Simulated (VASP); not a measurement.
Set up this calculation in VASP 6.6.1, as the native input.

| Property | Result |
| --- | --- |
| Task | single point |
| Functional | HSE06 |
| Potentials or basis | VASP PAW PBE potentials, release 64 (Cs_sv, Br) |
| Cutoff | 400 eV |
| k mesh | 4 × 4 × 4 |
| Occupations | gaussian, width 0.01 eV |
| Spin | no spin polarisation |
| Dipole correction | no |
| Grid for exact exchange (PRECFOCK) | Normal |
| Further INCAR settings | ALGO = Normal; EDIFF = 1e-06; NBANDS = 15 |
| Screening parameter | 0.2079 1/Å |

The system is CsBr.

```
CELL_PARAMETERS angstrom
4.31996 0.00000 0.00000
0.00000 4.31996 0.00000
0.00000 0.00000 4.31996
ATOMIC_POSITIONS crystal
Cs 0.00000 0.00000 0.00000
Br 0.50000 0.50000 0.50000
```

These files were run (other wordings do the same):

POSCAR

```
CsBr
1.0
    4.3199575724      0.0000000000      0.0000000000
    0.0000000000      4.3199575724      0.0000000000
    0.0000000000      0.0000000000      4.3199575724
Cs Br
1 1
Direct
    0.0000000000      0.0000000000      0.0000000000
    0.5000000000      0.5000000000      0.5000000000
```

INCAR.step1

```
  ALGO = Normal
  EDIFF = 1E-5
  ENCUT = 400
  GGA = PE
  GGA_COMPAT = F
  ISIF = 2
  ISMEAR = 0
  LASPH = T
  LCHARG = F
  LREAL = F
  LWAVE = T
  NBANDS = 15
  NELM = 120
  PREC = Accurate
  SIGMA = 0.01
```

INCAR.step2

```
  ALGO = Normal
  EDIFF = 1E-6
  ENCUT = 400
  GGA = PE
  GGA_COMPAT = F
  HFSCREEN = 0.2079
  ISIF = 2
  ISMEAR = 0
  ISTART = 1
  LASPH = T
  LCHARG = F
  LHFCALC = T
  LREAL = F
  LWAVE = F
  NBANDS = 15
  NELM = 120
  PREC = Accurate
  PRECFOCK = Normal
  SIGMA = 0.01
```

KPOINTS

```
k-points
0
Gamma
  4 4 4
```

Potentials or basis: VASP PAW PBE potentials, release 64 (Cs_sv, Br).

Launch:

```bash
$ cat potpaw_PBE.64/Cs_sv/POTCAR potpaw_PBE.64/Br/POTCAR > POTCAR
$ cp INCAR.step1 INCAR
$ mpirun -np 1 vasp_std > vasp.out
$ cp INCAR.step2 INCAR
$ mpirun -np 1 vasp_std > vasp.out
```

Results of the run:

```
Pressure               : 0.3 GPa
Band gap on the k mesh : 5.60 eV, indirect (least direct gap 5.60 eV)
```

Caveat: the PAW data sets were made with another functional, which shifts forces and pressure a little; spin-orbit coupling is left out, which moves the levels of the heavy elements.

Wall time 2 min on 1 thread of Intel(R) Xeon(R) 6975P-C (Granite Rapids), on a shared host, peak memory 0.26 GiB.
